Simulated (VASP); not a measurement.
# SiC: single point with PBE+D3(BJ)

Crystal: SiC.

```
Si C
1.0
     0.00000    2.18987    2.18987
     2.18987    0.00000    2.18987
     2.18987    2.18987    0.00000
Si C
1 1
Direct
  0.00000 0.00000 0.00000
  0.25000 0.25000 0.25000
```

```json
{
  "Program": "VASP 6.6.1",
  "Task": "single point",
  "Functional": "PBE",
  "Dispersion": "D3(BJ)",
  "Potentials or basis": "VASP PAW PBE potentials, release 64 (Si, C)",
  "Cutoff": "600 eV",
  "k mesh": "10 × 10 × 10",
  "Occupations": "gaussian, width 0.02 eV",
  "Spin": "no spin polarisation"
}
```

The pressure is -4.7 GPa. The band gap on the k mesh is 1.37 eV (least direct gap 4.53 eV) and the dispersion energy per atom is -0.297 eV.

Levels at points of the mesh, in eV from the valence-band top:
```
           k point  band 1  band 2  band 3  band 4  band 5  band 6  band 7  band 8
(0.00, 0.00, 0.00)  -15.29    0.00    0.00    0.00    6.06    7.21    7.21    7.21
(0.50, 0.00, 0.00)  -11.78   -8.45   -1.05   -1.05    5.30    7.17    7.17    9.97
(0.50, 0.50, 0.00)  -10.34   -7.75   -3.16   -3.16    1.37    4.27   13.86   13.86
```

Wall time 16 s on 1 thread of AMD EPYC 7R43 64-Core Processor (Zen 3), on a shared host, peak memory 0.13 GiB.

Caveat: three body term missing; the cell stands under tension. A k mesh can miss the band edges.
